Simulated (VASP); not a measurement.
# Si4W (Im-3m) in VASP: notebook

Si4W is run at these levels: PBE; tasks: single point, relaxation of cell and atoms.

Everything below comes from runs of VASP 6.6.1. Logs are shortened: lines on timing, memory, paths and dates and some standing lists are left out, and cuts for length are marked.

## (1) The cell of the first run

Symmetry: Im-3m, No. 229, cubic system. The conventional cell has a = 5.402 Å, b = 5.402 Å, c = 5.402 Å, α = 90.00°, β = 90.00°, γ = 90.00°. Within 3.1 Å of Si (site symmetry -3m) lie 2 W at 2.34 Å and 6 Si at 2.70 Å. Within 3.1 Å of W (site symmetry m-3m) lie 8 Si at 2.34 Å.

## (2) Single point, PBE

INCAR reads:

```
SYSTEM = Si4W
  PREC = Accurate
  ENCUT = 520
  EDIFF = 1E-7
  ISMEAR = 0
  SIGMA = 0.1
  LREAL = .False.
  LASPH = .True.
  NELM = 100
  ALGO = Normal
  ISIF = 2
  LWAVE = .False.
  LCHARG = .True.
  GGA = PE
  LELF = .True.
  LVHAR = .True.
  NBANDS = 23
```

KPOINTS reads:

```
regular mesh
0
Gamma
  4 4 4
  0 0 0
```

POSCAR reads:

```
Si4W
1.0
   -2.7011715900      2.7011715900      2.7011715900
    2.7011715900     -2.7011715900      2.7011715900
    2.7011715900      2.7011715900     -2.7011715900
Si W
4 1
Direct
    0.5000000000      0.5000000000      0.5000000000
    0.0000000000      0.0000000000      0.5000000000
    0.0000000000      0.5000000000      0.0000000000
    0.5000000000      0.0000000000      0.0000000000
    0.0000000000      0.0000000000      0.0000000000
```

Potentials or basis: VASP PAW PBE potentials, release 64 (Si, W_sv).

On the command line:

```bash
cat potpaw_PBE.64/Si/POTCAR potpaw_PBE.64/W_sv/POTCAR > POTCAR
mpirun -np 1 vasp_std > vasp.out
```

OUTCAR:

```text
SYSTEM = Si4W
   PREC = Accurate
   ENCUT = 520
   EDIFF = 1E-7
   ISMEAR = 0
   LREAL = .False.
   LASPH = .True.
   NELM = 100
   ISIF = 2
   GGA = PE

 ion  position               nearest neighbor table
   1  0.500  0.500  0.500-   5 2.34   5 2.34   4 2.70   2 2.70   4 2.70   3 2.70   2 2.70   3 2.70

   2  0.000  0.000  0.500-   5 2.34   5 2.34   4 2.70   1 2.70   3 2.70   3 2.70   4 2.70   1 2.70

   3  0.000  0.500  0.000-   5 2.34   5 2.34   4 2.70   1 2.70   2 2.70   2 2.70   1 2.70   4 2.70

   4  0.500  0.000  0.000-   5 2.34   5 2.34   3 2.70   1 2.70   1 2.70   2 2.70   2 2.70   3 2.70

   5  0.000  0.000  0.000-   1 2.34   2 2.34   3 2.34   4 2.34   2 2.34   3 2.34   4 2.34   1 2.34

  LATTYP: Found a body centered cubic cell.
 ALAT       =     5.4023431800

  Lattice vectors:

 A1 = (  -2.7011715900,   2.7011715900,   2.7011715900)
 A2 = (   2.7011715900,  -2.7011715900,   2.7011715900)
 A3 = (   2.7011715900,   2.7011715900,  -2.7011715900)

Analysis of symmetry for initial positions (statically):
=====================================================================
 Subroutine PRICEL returns:
 Original cell was already a primitive cell.

 Routine SETGRP: Setting up the symmetry group for a
 body centered cubic supercell.

 Subroutine GETGRP returns: Found 48 space group operations
 (whereof 48 operations were pure point group operations)
 out of a pool of 48 trial point group operations.

The static configuration has the point symmetry O_h .

Analysis of symmetry for dynamics (positions and initial velocities):
=====================================================================
 Subroutine PRICEL returns:
 Original cell was already a primitive cell.

 Routine SETGRP: Setting up the symmetry group for a
 body centered cubic supercell.

 Subroutine GETGRP returns: Found 48 space group operations
 (whereof 48 operations were pure point group operations)
 out of a pool of 48 trial point group operations.

The dynamic configuration has the point symmetry O_h .

 Subroutine INISYM returns: Found 48 space group operations
 (whereof 48 operations are pure point group operations),
 and found     1 'primitive' translations

----------------------------------------------------------------------------------------

                                     Primitive cell

  volume of cell :      78.8345

  direct lattice vectors                    reciprocal lattice vectors
    -2.701171590  2.701171590  2.701171590     0.000000000  0.185104864  0.185104864
     2.701171590 -2.701171590  2.701171590     0.185104864  0.000000000  0.185104864
     2.701171590  2.701171590 -2.701171590     0.185104864  0.185104864  0.000000000

  length of vectors
     4.678566434  4.678566434  4.678566434     0.261777809  0.261777809  0.261777809

  position of ions in fractional coordinates (direct lattice)
     0.500000000  0.500000000  0.500000000
     0.000000000  0.000000000  0.500000000
     0.000000000  0.500000000  0.000000000
     0.500000000  0.000000000  0.000000000
     0.000000000  0.000000000  0.000000000

  ion indices of the primitive-cell ions
   primitive index   ion index
                 1           1
                 2           2
                 3           3
                 4           4
                 5           5

----------------------------------------------------------------------------------------

 KPOINTS: regular mesh

Automatic generation of k-mesh.
 Grid dimensions read from file:
 generate k-points for:    4    4    4

 Generating k-lattice:

  Cartesian coordinates                     Fractional coordinates (reciprocal lattice)
     0.000000000  0.046276216  0.046276216     0.250000000  0.000000000  0.000000000
     0.046276216  0.000000000  0.046276216     0.000000000  0.250000000  0.000000000
     0.046276216  0.046276216  0.000000000     0.000000000  0.000000000  0.250000000

  Length of vectors
     0.065444452  0.065444452  0.065444452

  Shift w.r.t. Gamma in fractional coordinates (k-lattice)
     0.000000000  0.000000000  0.000000000

 Subroutine IBZKPT returns following result:
 ===========================================

 Found      8 irreducible k-points:

 Following reciprocal coordinates:
            Coordinates               Weight
  0.000000  0.000000  0.000000      1.000000
  0.250000  0.000000  0.000000     12.000000
  0.500000  0.000000  0.000000      6.000000
  0.250000  0.250000  0.000000     24.000000
  0.250000  0.250000  0.250000      2.000000
 -0.250000  0.250000  0.250000      6.000000
  0.500000  0.500000  0.250000     12.000000
  0.500000  0.500000  0.500000      1.000000
   k-points           NKPTS =      8   k-points in BZ     NKDIM =      8   number of bands    NBANDS=     23
   number of dos      NEDOS =    301   number of ions     NIONS =      5
   total plane-waves  NPLWV =  46656
   dimension x,y,z NGX =    36 NGY =   36 NGZ =   36
   dimension x,y,z NGXF=    72 NGYF=   72 NGZF=   72
   ions per type =               4   1
   NGX,Y,Z   is equivalent  to a cutoff of  12.79, 12.79, 12.79 a.u.
   NGXF,Y,Z  is equivalent  to a cutoff of  25.58, 25.58, 25.58 a.u.
 SYSTEM =  Si4W
   PREC   = accura    normal or accurate (medium, high low for compatibility)
   ISTART =      0    job   : 0-new  1-cont  2-samecut
   ICHARG =      2    charge: 1-file 2-atom 10-const
   ISPIN  =      1    spin polarized calculation?
   LNONCOLLINEAR =      F non collinear calculations
   LSORBIT =      F    spin-orbit coupling
   LASPH  =      T    aspherical Exc in radial PAW
   ENCUT  =  520.0 eV  38.22 Ry    6.18 a.u.   8.70  8.70  8.70*2*pi/ulx,y,z
   NELM   =    100;   NELMIN=  2; NELMDL= -5     # of ELM steps
   EDIFF  = 0.1E-06   stopping-criterion for ELM
   LREAL  =      F    real-space projection
   EDIFFG = 0.1E-05   stopping-criterion for IOM
   NSW    =      0    number of steps for IOM
   IBRION =     -1    ionic relax: 0-MD 1-quasi-New 2-CG
   NFREE  =      0    steps in history (QN), initial steepest desc. (CG)
   ISIF   =      2    stress and relaxation
   ISYM   =      2    0-nonsym 1-usesym 2-fastsym
   POTIM  = 0.5000    time-step for ionic-motion
   TEBEG  =    0.0;   TEEND  =   0.0 temperature during run
   PSTRESS=    0.0 pullay stress
   NELECT =      30.0000    total number of electrons
   NUPDOWN=      -1.0000    fix difference up-down
   EMIN   =  10.00;   EMAX   =-10.00  energy-range for DOS
   EFERMI =   0.00;   METHOD = LEGACY
   ISMEAR =     0;   SIGMA  =   0.10  broadening in eV -4-tet -1-fermi 0-gaus
   EFERMI_NEDOS =   21; number of points for ismear=-14 and -15
   IALGO  =     38    algorithm
   IMIX   =      4    mixing-type and parameters
     AMIX     =   0.40;   BMIX     =  1.00
     AMIX_MAG =   1.60;   BMIX_MAG =  1.00
  volume/ion in A,a.u.               =      15.77       106.40
  Fermi-wavevector in a.u.,A,eV,Ry     =   1.186342  2.241860 19.148925  1.407406
  Thomas-Fermi vector in A             =   2.322516
   LORBIT       =      0    0 simple, 1 ext, 2 COOP (PROOUT), +10 PAW based schemes
   GGA     = PE    functional components
   LHFCALC =     F    Hartree Fock is set to
   AEXX    =    0.0000 exact exchange contribution
   IVDW    =     0    specifies the selected vdW correction
   LEPSILON=     F    determine dielectric tensor
   LRPA    =     F    only Hartree local field effects (RPA)
 non-spin polarized calculation
 Gauss-broadening in eV      SIGMA  =   0.10
  energy-cutoff  :      520.00
  volume of cell :       78.83
 maximum number of plane-waves:      2136
 NGX is ok and might be reduce to    36
   NGX = 17   NGY = 17   NGZ = 17

 number of electron      30.0000004 magnetization

 Free energy of the ion-electron system (eV)
  ---------------------------------------------------
  ext. energy  EPLUGINS =         0.00000000
  ---------------------------------------------------
  free energy    TOTEN  =       -32.15739799 eV

  energy without entropy =      -32.14710580  energy(sigma->0) =      -32.15225189

 E-fermi :   9.4501     XC(G=0): -11.1332

 val. band max:        9.4316096145   @ k =   0.5000   0.0000   0.0000
 cond. band min:       9.5271232132   @ k =  -0.2500   0.2500   0.2500
 fundamental gap:      0.0955135987
 Fermi energy:         9.4501051232

 k-point     1 :       0.0000    0.0000    0.0000
  band No.  band energies     occupation
      1     -64.4945      2.00000
      2     -29.0283      2.00000
      3     -29.0283      2.00000
      4     -29.0283      2.00000
      5      -3.8147      2.00000
      6       2.0253      2.00000
[... 15 lines left out ...]
     22      12.6895      0.00000
     23      14.5993      0.00000

 k-point     2 :       0.2500    0.0000    0.0000
  band No.  band energies     occupation
      1     -64.4944      2.00000
      2     -29.0339      2.00000
      3     -29.0310      2.00000
      4     -29.0283      2.00000
      5      -3.1570      2.00000
      6       1.0862      2.00000
[... 15 lines left out ...]
     22      14.8466      0.00000
     23      15.0753      0.00000

 k-point     3 :       0.5000    0.0000    0.0000
  band No.  band energies     occupation
      1     -64.4943      2.00000
      2     -29.0394      2.00000
      3     -29.0336      2.00000
      4     -29.0283      2.00000
      5      -1.7506      2.00000
      6      -0.7184      2.00000
[... 15 lines left out ...]
     22      15.0457      0.00000
     23      15.0864      0.00000

 k-point     4 :       0.2500    0.2500    0.0000
  band No.  band energies     occupation
      1     -64.4943      2.00000
      2     -29.0377      2.00000
      3     -29.0337      2.00000
      4     -29.0299      2.00000
      5      -1.9482      2.00000
      6       0.2993      2.00000
[... 15 lines left out ...]
     22      14.6453      0.00000
     23      14.7797      0.00000

 k-point     5 :       0.2500    0.2500    0.2500
  band No.  band energies     occupation
      1     -64.4943      2.00000
      2     -29.0339      2.00000
      3     -29.0339      2.00000
      4     -29.0339      2.00000
      5      -0.7377      2.00000
      6      -0.0372      2.00000
[... 15 lines left out ...]
     22      13.9289      0.00000
     23      14.9507      0.00000

 k-point     6 :      -0.2500    0.2500    0.2500
  band No.  band energies     occupation
      1     -64.4943      2.00000
      2     -29.0339      2.00000
      3     -29.0336      2.00000
      4     -29.0336      2.00000
      5      -2.4965      2.00000
      6       1.0878      2.00000
[... 15 lines left out ...]
     22      15.0394      0.00000
     23      15.4946      0.00000

 k-point     7 :       0.5000    0.5000    0.2500
  band No.  band energies     occupation
      1     -64.4941      2.00000
      2     -29.0392      2.00000
      3     -29.0362      2.00000
      4     -29.0336      2.00000
      5      -1.0180      2.00000
      6      -0.2643      2.00000
[... 15 lines left out ...]
     22      15.3366      0.00000
     23      15.4843      0.00000

 k-point     8 :       0.5000    0.5000    0.5000
  band No.  band energies     occupation
      1     -64.4939      2.00000
      2     -29.0389      2.00000
      3     -29.0389      2.00000
      4     -29.0389      2.00000
      5       0.5952      2.00000
      6       0.5952      2.00000
[... 15 lines left out ...]
     22      13.9757      0.00000
     23      16.8623      0.00000

------------------------ aborting loop because EDIFF is reached ----------------------------------------

  FORCE on cell =-STRESS in cart. coord.  units (eV):
  Direction    XX          YY          ZZ          XY          YZ          ZX
  --------------------------------------------------------------------------------------
  -------------------------------------------------------------------------------------
  Total        9.6655869      9.6655869      9.6655869     -0.0000000     -0.0000000     -0.0000000
  in kB      196.4365510    196.4365510    196.4365510     -0.0000000     -0.0000000     -0.0000000
  external PRESSURE =     196.4365510 kB  Pullay stress =       0.0000000 kB

 VOLUME and BASIS-vectors are now :
 -----------------------------------------------------------------------------
  energy-cutoff  :      520.00
  volume of cell :       78.83
      direct lattice vectors                 reciprocal lattice vectors
    -2.701171590  2.701171590  2.701171590     0.000000000  0.185104864  0.185104864
     2.701171590 -2.701171590  2.701171590     0.185104864  0.000000000  0.185104864
     2.701171590  2.701171590 -2.701171590     0.185104864  0.185104864  0.000000000

 POSITION                                       TOTAL-FORCE (eV/Angst)
 -----------------------------------------------------------------------------------
      1.35059      1.35059      1.35059         0.000000     -0.000000      0.000000
      1.35059      1.35059     -1.35059        -0.000000     -0.000000      0.000000
      1.35059     -1.35059      1.35059         0.000000      0.000000     -0.000000
     -1.35059      1.35059      1.35059        -0.000000     -0.000000     -0.000000
      0.00000      0.00000      0.00000        -0.000000      0.000000     -0.000000
 -----------------------------------------------------------------------------------
    total drift:                               -0.000000     -0.000000     -0.000000

  FREE ENERGIE OF THE ION-ELECTRON SYSTEM (eV)
  ---------------------------------------------------
  free  energy   TOTEN  =       -32.1573979869 eV

  energy  without entropy=      -32.1471057981  energy(sigma->0) =      -32.15225189
```

Wall time 19 s (1 thread of Intel Xeon Platinum 8488C (Sapphire Rapids), shared host); peak memory 0.2 GiB.

Results:

```
Free energy            : -32.1574 eV
Pressure               : 19.6 GPa
Band gap on the k mesh : zero (band 15 reaches 11.03 eV, above the bottom of band 16 at 6.50 eV)
```

Caveat: the k points lie up to 0.41 Å⁻¹ apart; spin-orbit coupling is left out, which moves the levels of the heavy elements.

[end of part 1 of 2]
